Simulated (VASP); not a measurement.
Write the native input for VASP 6.6.1 that does the following.

| Quantity | Value |
| --- | --- |
| Task | single point |
| Functional | PBE |
| Potentials or basis | VASP PAW PBE potentials, release 64 (Tm_3, I), 4f in core |
| Cutoff | 500 eV |
| k mesh | 2 × 2 × 2 |
| Occupations | gaussian, width 0.1 eV |
| Spin | no spin polarisation |
| Dipole correction | no |
| Further INCAR settings | ALGO = Normal; EDIFF = 1e-06; NBANDS = 48 |

The structure of TmI4 lies in POSCAR:

```
TmI4
1.0
    0.0000000000      7.1692136490      7.1692136490
    7.1692136490      0.0000000000      7.1692136490
    7.1692136490      7.1692136490      0.0000000000
Tm I
2 8
Direct
    0.2500000000      0.2500000000      0.2500000000
    0.7500000000      0.7500000000      0.7500000000
    0.6366566725      0.6366566725      0.6366566725
    0.6366566725      0.6366566725      0.0900299826
    0.6366566725      0.0900299826      0.6366566725
    0.0900299826      0.6366566725      0.6366566725
    0.3633433275      0.3633433275      0.9099700174
    0.3633433275      0.3633433275      0.3633433275
    0.3633433275      0.9099700174      0.3633433275
    0.9099700174      0.3633433275      0.3633433275
```

The cell was generated, and may not be a known phase.

One way to write it, as run:

INCAR

```
PREC     = Accurate       # precision mode
ENCUT    = 500            # plane-wave cutoff, eV
EDIFF    = 1E-6           # SCF threshold, eV
ISMEAR   = 0              # smearing method
SIGMA    = 0.1            # smearing width, eV
LREAL    = F              # projectors in reciprocal space
LASPH    = T              # aspherical terms in the spheres
NELM     = 200            # most SCF steps
ALGO     = Normal         # electronic algorithm
ISIF     = 2              # what is computed and relaxed
LWAVE    = F              # write WAVECAR
LCHARG   = F              # write CHGCAR
GGA      = PE             # functional
NBANDS   = 48             # bands
GGA_COMPAT= F            
LMAXMIX  = 6              # l up to which the mixer works
```

KPOINTS

```
regular mesh
0
Gamma
  2 2 2
```

Potentials or basis: VASP PAW PBE potentials, release 64 (Tm_3, I), 4f in core.

Launch:

```bash
$ cat potpaw_PBE.64/Tm_3/POTCAR potpaw_PBE.64/I/POTCAR > POTCAR
$ mpirun -np 1 vasp_std > vasp.out
```

It gave:

```yaml
Pressure: 0.5 GPa
Largest_force: 0.127 eV/Å
Band_gap_on_the_k_mesh: zero (bands 37 and 38 overlap by 0.01 eV)
```

Caveat: the k points lie up to 0.38 Å⁻¹ apart; spin-orbit coupling is left out, which moves the levels of the heavy elements; the 4f electrons are frozen in the core, so they carry no moment and show no levels; the run has no spin polarisation, though such a crystal can be magnetic.

It took 5.1 min on 1 thread of Intel(R) Xeon(R) Platinum 8488C (Sapphire Rapids), with other jobs on the host, peak memory 0.94 GiB.
